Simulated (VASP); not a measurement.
Input of a VASP 6.6.1 run:

File INCAR:

```
PREC = Accurate ; ENCUT = 600
EDIFF = 1E-6 ; ISMEAR = -1
SIGMA = 0.05 ; LREAL = F
LASPH = T ; NELM = 80
ALGO = Normal ; ISIF = 3
LWAVE = F ; LCHARG = F
IBRION = 2 ; NSW = 60
EDIFFG = -0.01
```

The input KPOINTS:

```
Automatic mesh
0
Gamma
  20 20 11
```

The input POSCAR:

```
Os
1.0
    2.7164909102      0.0000000000      0.0000000000
   -1.3582454551      2.3525501374      0.0000000000
    0.0000000000      0.0000000000      4.2871511311
Os
2
Direct
    0.3333333333      0.6666666667      0.2500000000
    0.6666666667      0.3333333333      0.7500000000
```

Potentials or basis: VASP PAW LDA potentials, release 64 (Os).

Launch:

```console
$ cat potpaw_LDA.64/Os/POTCAR > POTCAR
$ mpirun -np 1 vasp_std > vasp.out
```

**Question.** Predict the relaxed volume.

**Answer.** 13.74 Å³/atom.

**Question.** What does it give for the band gap on the k mesh?

**Answer.** Zero (bands 8 and 9 overlap by 4.07 eV).

Step by step:
```
step  energy change (eV)  largest force (eV/Å)  pressure (GPa)  volume (Å³)
   1              0.0000                0.0000            1.23        27.40
   2              0.0057                0.0000           -5.51        27.82
   3             -0.0003                0.0000           -0.01        27.47
```

Caveat: spin-orbit coupling is left out, which moves the levels of the heavy elements.
